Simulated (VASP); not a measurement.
TiO2 (Anatase):

```xyz
6
Lattice="-1.9170 1.9170 4.8199 1.9170 -1.9170 4.8199 1.9170 1.9170 -4.8199" Properties=species:S:1:pos:R:3 pbc="T T T"
Ti    0.0000    1.9170    2.4100
Ti    0.0000    0.0000    0.0000
O     0.0000    0.0000    7.6338
O     0.0000    1.9170    0.4039
O     0.0000    1.9170    4.4160
O     0.0000    0.0000    2.0060
```

Base run:

* Program: VASP 6.6.1
* Functional: PBE
* Potentials or basis: VASP PAW PBE potentials, release 64 (Ti_sv, O)
* Cutoff: 520 eV
* k mesh: 10 × 10 × 10
* Occupations: fermi-dirac, width 0.05 eV
* Spin: no spin polarisation

Its results: band gap on the k mesh 2.02 eV, indirect (least direct gap 2.35 eV); pressure -2.5 GPa; largest force 0.101 eV/Å.

Task: The run is repeated on the same cell with these changes: functional from PBE to r2SCAN; dispersion from none to rVV10. What comes out?

Result: Band gap on the k mesh 2.43 eV, indirect (least direct gap 2.78 eV); pressure -7.8 GPa; largest force 0.178 eV/Å.

Several settings changed at once, so the effect can't be laid on one alone.

Caveats: the PAW data sets were made with another functional, which shifts forces and pressure a little (some runs).

A k mesh can miss the band edges.
